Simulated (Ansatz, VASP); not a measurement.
Two plane-wave programs on BeS

```
Be S
1.0
     0.00000    2.43789    2.43789
     2.43789    0.00000    2.43789
     2.43789    2.43789    0.00000
Be S
1 1
Direct
  0.00000 0.00000 0.00000
  0.25000 0.25000 0.25000
```

Alike in both runs: functional PBE; k mesh 8 × 8 × 8; occupations gaussian, width 0.02 eV; no spin polarisation.

Ansatz relaxed the structure, and its values are those at the end. VASP's run is a single point on that final structure, the one shown.

```csv
,VASP,Ansatz
version,VASP 6.6.1,Ansatz 0.2.0
potentials or method,"VASP PAW PBE potentials, release 64 (Be, S), cutoff 600 eV","scalar-relativistic, plane waves, PAW"
valence electrons in the cell,8,8
```

```tsv
	VASP	Ansatz	Ansatz less VASP
gap on the k mesh at the Fermi level (eV)	3.15	3.15	0.000
least direct gap on the mesh (eV)	5.68	5.66	-0.015
pressure (GPa)	0.1	0.0	-0.06
```
